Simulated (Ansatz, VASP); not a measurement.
**AlNi in VASP and in Ansatz**

Contents of POSCAR:

```
AlNi
1.0
    2.0223875383     -2.0221672871      0.0000000000
    2.0223875383      2.0221672871      0.0000000000
    0.0000000000      0.0000000000      2.8700173037
Al Ni
1 1
Direct
    0.0372288097     -0.0400957449     -0.0563357871
    0.4627711903      0.5400957449      0.5563357871
```

The input INCAR.step1:

```
SYSTEM = AlNi
ALGO     = Normal         ! electronic algorithm
EDIFF    = 1E-4           ! SCF threshold, eV
ENCUT    = 520            ! plane-wave cutoff, eV
GGA      = PE             ! functional
ISMEAR   = 0              ! smearing method
LASPH    = .True.         ! aspherical terms in the spheres
LCHARG   = .False.        ! write CHGCAR
LREAL    = .False.        ! projectors in reciprocal space
LWAVE    = .True.         ! write WAVECAR
NBANDS   = 14             ! bands
NELM     = 60             ! most SCF steps
PREC     = Accurate       ! precision mode
SIGMA    = 0.15           ! smearing width, eV
```

Contents of INCAR.step2:

```
SYSTEM = AlNi
ALGO     = Normal         ! electronic algorithm
EDIFF    = 1E-6           ! SCF threshold, eV
ENCUT    = 520            ! plane-wave cutoff, eV
ISIF     = 2              ! what is computed and relaxed
ISMEAR   = 0              ! smearing method
ISTART   = 1            
LASPH    = .True.         ! aspherical terms in the spheres
LCHARG   = .False.        ! write CHGCAR
LMIXTAU  = .True.       
LREAL    = .False.        ! projectors in reciprocal space
LWAVE    = .False.        ! write WAVECAR
METAGGA  = R2SCAN         ! meta-GGA
NBANDS   = 14             ! bands
NELM     = 60             ! most SCF steps
PREC     = Accurate       ! precision mode
SIGMA    = 0.15           ! smearing width, eV
```

The input KPOINTS:

```
k-points
0
Gamma
  12 12 12
  0 0 0
```

Input for Ansatz:

```yaml
crystal:
  lattice:
    - [2.0223875383, -2.0221672871, 0.0]
    - [2.0223875383, 2.0221672871, 0.0]
    - [0.0, 0.0, 2.8700173037]
  atoms:
    - { symbol: Al, position: [0.0372288097, -0.0400957449, -0.0563357871] }
    - { symbol: Ni, position: [0.4627711903, 0.5400957449, 0.5563357871] }
basis:
  ecutwfc: 500
kpoints:
  mp_grid: { grid: [12, 12, 12] }
hamiltonian:
  xc: r2scan
scf:
  occupations: { method: gaussian, width: 0.15 }
output:
  forces: true
  stress: true
  eigenvalues: true
```

Change from the starting cell: atom 2 moved 0.45 Å.

Alike in both runs: task single point; functional r2SCAN; k mesh 12 × 12 × 12; occupations gaussian, width 0.15 eV; no spin polarisation.

|  | VASP | Ansatz |
| --- | --- | --- |
| version | VASP 6.6.1 | Ansatz 0.2.0 |
| potentials or method | VASP PAW PBE potentials, release 64 (Al, Ni), cutoff 520 eV | scalar-relativistic, plane waves, PAW |
| valence electrons in the cell | 13 | 21 |

VASP gave:

* gap on the k mesh at the Fermi level (eV): none
* pressure (GPa): 15.2
* traceless stress, the component that is largest in VASP (GPa): 17.02
* rms of the force components (eV/Å): 2.435

What did Ansatz give for the same quantities?

gap on the k mesh at the Fermi level (eV): none; pressure (GPa): 15.3; traceless stress, the component that is largest in VASP (GPa): 16.75; rms of the force components (eV/Å): 2.412.

VASP's potentials were made for PBE, not for r2SCAN. Atom by atom the forces differ by 0.024 eV/Å (rms over components). A gap of «none» marks a metal or a gap that the smearing closes. With one functional, cell and mesh, what is left measures potentials, basis and numerics. VASP's potentials hold 13 valence electrons a cell and Ansatz's 21, so a difference there can come from the potentials and not from the codes.
